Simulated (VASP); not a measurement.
A run of VASP 6.6.1:

Contents of INCAR:

```
PREC     = Accurate       # precision mode
ENCUT    = 520            # plane-wave cutoff, eV
EDIFF    = 1E-6           # SCF threshold, eV
ISMEAR   = -1             # smearing method
SIGMA    = 0.08           # smearing width, eV
LREAL    = F              # projectors in reciprocal space
LASPH    = T              # aspherical terms in the spheres
NELM     = 80             # most SCF steps
ALGO     = Normal         # electronic algorithm
ISIF     = 2              # what is computed and relaxed
LWAVE    = F              # write WAVECAR
LCHARG   = F              # write CHGCAR
GGA      = PE             # functional
NBANDS   = 8              # bands
```

The input KPOINTS:

```
regular mesh
0
Gamma
  13 13 13
```

File POSCAR:

```
Li
1.0
    0.0000000000      2.2020000000      2.2240200000
    2.2020000000      0.0000000000      2.2240200000
    2.2020000000      2.2020000000      0.0000000000
Li
1
Direct
    0.0000000000      0.0000000000      0.0000000000
```

Potentials or basis: VASP PAW PBE potentials, release 64 (Li_sv).

Run with:

```sh
$ cat potpaw_PBE.64/Li_sv/POTCAR > POTCAR
$ mpirun -np 1 vasp_std > vasp.out
```

Hardware: 1 thread of AMD EPYC 7R43 64-Core Processor (Zen 3), on a shared host.

How long does it take, and how much memory?

Run time: 17 s on 1 thread of AMD EPYC 7R43 64-Core Processor (Zen 3) (shared host), peak memory 0.11 GiB. Counts: scf iterations 8, k points 196.
